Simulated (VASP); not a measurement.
Here is a VASP 6.6.1 calculation.

Contents of INCAR:

```
  PREC = Accurate
  ENCUT = 500
  EDIFF = 1E-6
  ISMEAR = 0
  SIGMA = 0.1
  LREAL = F
  LASPH = T
  NELM = 200
  ALGO = Normal
  ISIF = 2
  LWAVE = F
  LCHARG = F
  ISPIN = 2
  MAGMOM = 0.07 0.07
  LORBIT = 11
  GGA = PE
  NBANDS = 23
  GGA_COMPAT = F
```

The input KPOINTS:

```
regular mesh
0
Gamma
  3 3 2
```

Contents of POSCAR:

```
Cd
1.0
    2.9788725081      0.0000000000      0.0000000000
   -1.4894362540      2.5797792666      0.0000000000
    0.0000000000      0.0000000000      5.6176500000
Cd
2
Direct
    0.3333333333      0.6666666667      0.2500000000
    0.6666666667      0.3333333333      0.7500000000
```

Potentials or basis: VASP PAW PBE potentials, release 64 (Cd).

Command:

```bash
$ cat potpaw_PBE.64/Cd/POTCAR > POTCAR
$ mpirun -np 1 vasp_std > vasp.out
```

(1) Estimate the pressure.

(2) Estimate the net moment.

(3) Predict the site moments.

Results:

(1) 7.1 GPa.

(2) 0.33 μB per cell.

(3) Cd +0.05 μB.

Caveat: the k points lie up to 0.81 Å⁻¹ apart.
